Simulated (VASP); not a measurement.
# CsSnBr3 (Pm-3m) in VASP: notebook

Runs on CsSnBr3. Level: PBE. Tasks: single point.

Program: VASP 6.6.1. These are calculated values, not measurements. Logs are shortened: lines on timing, memory, paths and dates and some standing lists are left out, and cuts for length are marked.

### Step 1. The cell of the first run

Symmetry: Pm-3m, No. 221, cubic system. The conventional cell has a = 5.841 Å, b = 5.841 Å, c = 5.841 Å, α = 90.00°, β = 90.00°, γ = 90.00°. Cs (site symmetry m-3m) has 12 Br at 4.13 Å and 8 Sn at 5.06 Å within 5.4 Å. Within 3.8 Å of Sn (site symmetry m-3m) lie 6 Br at 2.92 Å. Br (site symmetry 4/mmm) has 2 Sn at 2.92 Å within 3.8 Å.

### Step 2. Single point, PBE

The input, INCAR:

```
PREC     = Accurate       # precision mode
ENCUT    = 500            # plane-wave cutoff, eV
EDIFF    = 1E-6           # SCF threshold, eV
ISMEAR   = 0              # smearing method
SIGMA    = 0.01           # smearing width, eV
LREAL    = F              # projectors in reciprocal space
LASPH    = T              # aspherical terms in the spheres
NELM     = 120            # most SCF steps
ALGO     = Normal         # electronic algorithm
ISIF     = 2              # what is computed and relaxed
LWAVE    = F              # write WAVECAR
LCHARG   = F              # write CHGCAR
GGA      = PE             # functional
NBANDS   = 30             # bands
GGA_COMPAT= F
```

The input, KPOINTS:

```
Automatic mesh
0
Gamma
  4 4 4
```

The input, POSCAR:

```
CsSnBr3
1.0
    5.8411490944      0.0000000000      0.0000000000
    0.0000000000      5.8411490944      0.0000000000
    0.0000000000      0.0000000000      5.8411490944
Cs Sn Br
1 1 3
Direct
    0.0000000000      0.0000000000      0.0000000000
    0.5000000000      0.5000000000      0.5000000000
    0.5000000000      0.5000000000      0.0000000000
    0.5000000000      0.0000000000      0.5000000000
    0.0000000000      0.5000000000      0.5000000000
```

Potentials or basis: VASP PAW PBE potentials, release 64 (Cs_sv, Sn_d, Br).

Run with:

```console
$ cat potpaw_PBE.64/Cs_sv/POTCAR potpaw_PBE.64/Sn_d/POTCAR potpaw_PBE.64/Br/POTCAR > POTCAR
$ mpirun -np 1 vasp_std > vasp.out
```

OUTCAR:

```text
PREC = Accurate
   ENCUT = 500
   EDIFF = 1E-6
   ISMEAR = 0
   LREAL = F
   LASPH = T
   NELM = 120
   ISIF = 2
   GGA = PE

 ion  position               nearest neighbor table
   1  0.000  0.000  0.000-
   2  0.500  0.500  0.500-   3 2.92   4 2.92   5 2.92   3 2.92   4 2.92   5 2.92
   3  0.500  0.500  0.000-   2 2.92   2 2.92
   4  0.500  0.000  0.500-   2 2.92   2 2.92
   5  0.000  0.500  0.500-   2 2.92   2 2.92

  LATTYP: Found a simple cubic cell.
 ALAT       =     5.8411490944

  Lattice vectors:

 A1 = (   5.8411490944,   0.0000000000,   0.0000000000)
 A2 = (   0.0000000000,   5.8411490944,   0.0000000000)
 A3 = (   0.0000000000,   0.0000000000,   5.8411490944)

Analysis of symmetry for initial positions (statically):
=====================================================================
 Subroutine PRICEL returns:
 Original cell was already a primitive cell.

 Routine SETGRP: Setting up the symmetry group for a
 simple cubic supercell.

 Subroutine GETGRP returns: Found 48 space group operations
 (whereof 48 operations were pure point group operations)
 out of a pool of 48 trial point group operations.

The static configuration has the point symmetry O_h .

Analysis of symmetry for dynamics (positions and initial velocities):
=====================================================================
 Subroutine PRICEL returns:
 Original cell was already a primitive cell.

 Routine SETGRP: Setting up the symmetry group for a
 simple cubic supercell.

 Subroutine GETGRP returns: Found 48 space group operations
 (whereof 48 operations were pure point group operations)
 out of a pool of 48 trial point group operations.

The dynamic configuration has the point symmetry O_h .

 Subroutine INISYM returns: Found 48 space group operations
 (whereof 48 operations are pure point group operations),
 and found     1 'primitive' translations

----------------------------------------------------------------------------------------

                                     Primitive cell

  volume of cell :     199.2943

  direct lattice vectors                    reciprocal lattice vectors
     5.841149094  0.000000000  0.000000000     0.171199191  0.000000000  0.000000000
     0.000000000  5.841149094  0.000000000     0.000000000  0.171199191  0.000000000
     0.000000000  0.000000000  5.841149094     0.000000000  0.000000000  0.171199191

  length of vectors
     5.841149094  5.841149094  5.841149094     0.171199191  0.171199191  0.171199191

  position of ions in fractional coordinates (direct lattice)
     0.000000000  0.000000000  0.000000000
     0.500000000  0.500000000  0.500000000
     0.500000000  0.500000000  0.000000000
     0.500000000  0.000000000  0.500000000
     0.000000000  0.500000000  0.500000000

  ion indices of the primitive-cell ions
   primitive index   ion index
                 1           1
                 2           2
                 3           3
                 4           4
                 5           5

----------------------------------------------------------------------------------------

 KPOINTS: Automatic mesh

Automatic generation of k-mesh.
 Grid dimensions read from file:
 generate k-points for:    4    4    4

 Generating k-lattice:

  Cartesian coordinates                     Fractional coordinates (reciprocal lattice)
     0.042799798  0.000000000  0.000000000     0.250000000  0.000000000  0.000000000
     0.000000000  0.042799798  0.000000000     0.000000000  0.250000000  0.000000000
     0.000000000  0.000000000  0.042799798     0.000000000  0.000000000  0.250000000

  Length of vectors
     0.042799798  0.042799798  0.042799798

  Shift w.r.t. Gamma in fractional coordinates (k-lattice)
     0.000000000  0.000000000  0.000000000

 Subroutine IBZKPT returns following result:
 ===========================================

 Found     10 irreducible k-points:

 Following reciprocal coordinates:
            Coordinates               Weight
  0.000000  0.000000  0.000000      1.000000
  0.250000  0.000000  0.000000      6.000000
  0.500000  0.000000  0.000000      3.000000
  0.250000  0.250000  0.000000     12.000000
  0.500000  0.250000  0.000000     12.000000
  0.500000  0.500000  0.000000      3.000000
  0.250000  0.250000  0.250000      8.000000
  0.500000  0.250000  0.250000     12.000000
  0.500000  0.500000  0.250000      6.000000
  0.500000  0.500000  0.500000      1.000000
   k-points           NKPTS =     10   k-points in BZ     NKDIM =     10   number of bands    NBANDS=     30
   number of dos      NEDOS =    301   number of ions     NIONS =      5
   total plane-waves  NPLWV = 110592
   dimension x,y,z NGX =    48 NGY =   48 NGZ =   48
   dimension x,y,z NGXF=    96 NGYF=   96 NGZF=   96
   ions per type =               1   1   3
   NGX,Y,Z   is equivalent  to a cutoff of  13.66, 13.66, 13.66 a.u.
   NGXF,Y,Z  is equivalent  to a cutoff of  27.32, 27.32, 27.32 a.u.
 SYSTEM =  unknown system
   PREC   = accura    normal or accurate (medium, high low for compatibility)
   ISTART =      0    job   : 0-new  1-cont  2-samecut
   ICHARG =      2    charge: 1-file 2-atom 10-const
   ISPIN  =      1    spin polarized calculation?
   LNONCOLLINEAR =      F non collinear calculations
   LSORBIT =      F    spin-orbit coupling
   LASPH  =      T    aspherical Exc in radial PAW
   ENCUT  =  500.0 eV  36.75 Ry    6.06 a.u.  10.65 10.65 10.65*2*pi/ulx,y,z
   NELM   =    120;   NELMIN=  2; NELMDL= -5     # of ELM steps
   EDIFF  = 0.1E-05   stopping-criterion for ELM
   LREAL  =      F    real-space projection
[... 7 lines left out ...]
   TEBEG  =    0.0;   TEEND  =   0.0 temperature during run
   PSTRESS=    0.0 pullay stress
   NELECT =      44.0000    total number of electrons
   NUPDOWN=      -1.0000    fix difference up-down
   EMIN   =  10.00;   EMAX   =-10.00  energy-range for DOS
   EFERMI =   0.00;   METHOD = LEGACY
   ISMEAR =     0;   SIGMA  =   0.01  broadening in eV -4-tet -1-fermi 0-gaus
   EFERMI_NEDOS =   21; number of points for ismear=-14 and -15
   IALGO  =     38    algorithm
   IMIX   =      4    mixing-type and parameters
     AMIX     =   0.40;   BMIX     =  1.00
     AMIX_MAG =   1.60;   BMIX_MAG =  1.00
  volume/ion in A,a.u.               =      39.86       268.98
  Fermi-wavevector in a.u.,A,eV,Ry     =   0.989451  1.869790 13.320272  0.979012
  Thomas-Fermi vector in A             =   2.121050
   LORBIT       =      0    0 simple, 1 ext, 2 COOP (PROOUT), +10 PAW based schemes
   GGA     = PE    functional components
   LHFCALC =     F    Hartree Fock is set to
   AEXX    =    0.0000 exact exchange contribution
   IVDW    =     0    specifies the selected vdW correction
   LEPSILON=     F    determine dielectric tensor
   LRPA    =     F    only Hartree local field effects (RPA)
 non-spin polarized calculation
 Gauss-broadening in eV      SIGMA  =   0.01
  energy-cutoff  :      500.00
  volume of cell :      199.29
 maximum number of plane-waves:      5088
 NGX is ok and might be reduce to    48
   NGX = 21   NGY = 21   NGZ = 21

 number of electron      44.0000007 magnetization

 Free energy of the ion-electron system (eV)
  ---------------------------------------------------
  ext. energy  EPLUGINS =         0.00000000
  ---------------------------------------------------
  free energy    TOTEN  =       -15.77660730 eV

  energy without entropy =      -15.77660730  energy(sigma->0) =      -15.77660730

 E-fermi :   2.2329     XC(G=0):  -7.6537

 val. band max:        2.1569934339   @ k =   0.5000   0.5000   0.5000
 cond. band min:       2.6591482446   @ k =   0.5000   0.5000   0.5000
 fundamental gap:      0.5021548106
 Fermi energy:         2.2328927303

 k-point     1 :       0.0000    0.0000    0.0000
  band No.  band energies     occupation
      1     -20.1037      2.00000
      2     -20.0545      2.00000
      3     -20.0545      2.00000
      4     -20.0283      2.00000
      5     -20.0283      2.00000
      6     -20.0283      2.00000
[... 22 lines left out ...]
     29       7.0677      0.00000
     30       7.0677      0.00000

 k-point     2 :       0.2500    0.0000    0.0000
  band No.  band energies     occupation
      1     -20.1031      2.00000
      2     -20.0545      2.00000
      3     -20.0516      2.00000
      4     -20.0284      2.00000
      5     -20.0284      2.00000
      6     -20.0283      2.00000
[... 22 lines left out ...]
     29       6.3955      0.00000
     30       7.1172      0.00000

 k-point     3 :       0.5000    0.0000    0.0000
  band No.  band energies     occupation
      1     -20.1025      2.00000
      2     -20.0545      2.00000
      3     -20.0487      2.00000
      4     -20.0285      2.00000
      5     -20.0285      2.00000
      6     -20.0283      2.00000
[... 22 lines left out ...]
     29       6.7728      0.00000
     30       7.3414      0.00000

 k-point     4 :       0.2500    0.2500    0.0000
  band No.  band energies     occupation
      1     -20.1026      2.00000
      2     -20.0531      2.00000
      3     -20.0501      2.00000
      4     -20.0285      2.00000
      5     -20.0284      2.00000
      6     -20.0284      2.00000
[... 22 lines left out ...]
     29       6.7333      0.00000
     30       7.1724      0.00000

 k-point     5 :       0.5000    0.2500    0.0000
  band No.  band energies     occupation
      1     -20.1021      2.00000
      2     -20.0527      2.00000
      3     -20.0476      2.00000
      4     -20.0285      2.00000
      5     -20.0285      2.00000
      6     -20.0284      2.00000
[... 22 lines left out ...]
     29       7.0770      0.00000
     30       7.4221      0.00000

 k-point     6 :       0.5000    0.5000    0.0000
  band No.  band energies     occupation
      1     -20.1017      2.00000
      2     -20.0516      2.00000
      3     -20.0457      2.00000
      4     -20.0286      2.00000
      5     -20.0285      2.00000
      6     -20.0285      2.00000
[... 22 lines left out ...]
     29       7.4656      0.00000
     30       7.4688      0.00000

 k-point     7 :       0.2500    0.2500    0.2500
  band No.  band energies     occupation
      1     -20.1021      2.00000
      2     -20.0501      2.00000
      3     -20.0501      2.00000
      4     -20.0285      2.00000
      5     -20.0285      2.00000
      6     -20.0285      2.00000
[... 22 lines left out ...]
     29       7.2824      0.00000
     30       7.2824      0.00000

 k-point     8 :       0.5000    0.2500    0.2500
  band No.  band energies     occupation
      1     -20.1017      2.00000
      2     -20.0501      2.00000
      3     -20.0472      2.00000
      4     -20.0286      2.00000
      5     -20.0285      2.00000
      6     -20.0285      2.00000
[... 22 lines left out ...]
     29       7.0936      0.00000
     30       7.1404      0.00000

 k-point     9 :       0.5000    0.5000    0.2500
  band No.  band energies     occupation
      1     -20.1012      2.00000
      2     -20.0487      2.00000
      3     -20.0457      2.00000
      4     -20.0286      2.00000
      5     -20.0286      2.00000
      6     -20.0286      2.00000
[... 22 lines left out ...]
     29       6.7863      0.00000
     30       7.3375      0.00000

 k-point    10 :       0.5000    0.5000    0.5000
  band No.  band energies     occupation
      1     -20.1007      2.00000
      2     -20.0457      2.00000
      3     -20.0457      2.00000
      4     -20.0287      2.00000
      5     -20.0287      2.00000
      6     -20.0287      2.00000
[... 22 lines left out ...]
     29       6.5038      0.00000
     30       7.7619      0.00000

------------------------ aborting loop because EDIFF is reached ----------------------------------------

  FORCE on cell =-STRESS in cart. coord.  units (eV):
  Direction    XX          YY          ZZ          XY          YZ          ZX
  --------------------------------------------------------------------------------------
  -------------------------------------------------------------------------------------
  Total        0.9126076      0.9126076      0.9126076      0.0000000     -0.0000000      0.0000000
  in kB        7.3366835      7.3366835      7.3366835      0.0000000     -0.0000000      0.0000000
  external PRESSURE =       7.3366835 kB  Pullay stress =       0.0000000 kB

 VOLUME and BASIS-vectors are now :
 -----------------------------------------------------------------------------
  energy-cutoff  :      500.00
  volume of cell :      199.29
      direct lattice vectors                 reciprocal lattice vectors
     5.841149094  0.000000000  0.000000000     0.171199191  0.000000000  0.000000000
     0.000000000  5.841149094  0.000000000     0.000000000  0.171199191  0.000000000
     0.000000000  0.000000000  5.841149094     0.000000000  0.000000000  0.171199191

 POSITION                                       TOTAL-FORCE (eV/Angst)
 -----------------------------------------------------------------------------------
      0.00000      0.00000      0.00000         0.000000      0.000000      0.000000
      2.92057      2.92057      2.92057         0.000000      0.000000      0.000000
      2.92057      2.92057      0.00000         0.000000      0.000000      0.000000
      2.92057      0.00000      2.92057         0.000000      0.000000      0.000000
      0.00000      2.92057      2.92057         0.000000      0.000000      0.000000
 -----------------------------------------------------------------------------------
    total drift:                                0.000000     -0.000000     -0.000000

  FREE ENERGIE OF THE ION-ELECTRON SYSTEM (eV)
  ---------------------------------------------------
  free  energy   TOTEN  =       -15.7766072952 eV

  energy  without entropy=      -15.7766072952  energy(sigma->0) =      -15.77660730
```

Run time: 1.7 min. Hardware: 1 thread of Intel Xeon 8259CL, shared host; peak memory 0.34 GiB.

Results:

- Free energy: -15.7766 eV
- Pressure: 0.7 GPa
- Band gap on the k mesh: 0.50 eV

Caveat: semilocal functionals underestimate gaps, and a narrow one can read as zero; spin-orbit coupling is left out, which moves the levels of the heavy elements.

(Continued in part 2 of 3.)
